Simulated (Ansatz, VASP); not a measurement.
## YF: VASP beside Ansatz

```
CELL_PARAMETERS angstrom
5.41645 0.00000 0.00000
0.00000 5.41645 0.00000
0.00000 0.00000 14.00000
ATOMIC_POSITIONS crystal
Y 0.50000 0.50000 0.50000
F 0.00000 0.00000 0.50000
```

Alike in both runs: task single point; functional PBE; k mesh 4 × 4 × 1; occupations gaussian, width 0.1 eV; collinear spin.

|  | VASP | Ansatz |
| --- | --- | --- |
| version | VASP 6.6.1 | Ansatz 0.2.0 |
| potentials or method | VASP PAW PBE potentials, release 64 (Y_sv, F), cutoff 520 eV | scalar-relativistic, plane waves, PAW |
| valence electrons in the cell | 18 | 18 |

VASP gave:

| Item | Value |
| --- | --- |
| gap on the k mesh at the Fermi level (eV) | none |
| net moment per atom (μB) | 0.00 |
| size of the moment on the site where the two differ most (μB) | 0.00 |

Problem. What did Ansatz give for the same quantities?

Solution. gap on the k mesh at the Fermi level (eV): none; net moment per atom (μB): 0.45; size of the moment on the site where the two differ most (μB): 0.65.

The net moments are unlike, so the other rows may belong to different states. Site moments also hang on the region over which each program counts them. A gap of «none» marks a metal or a gap that the smearing closes. Ansatz's warnings: slab cell height set.
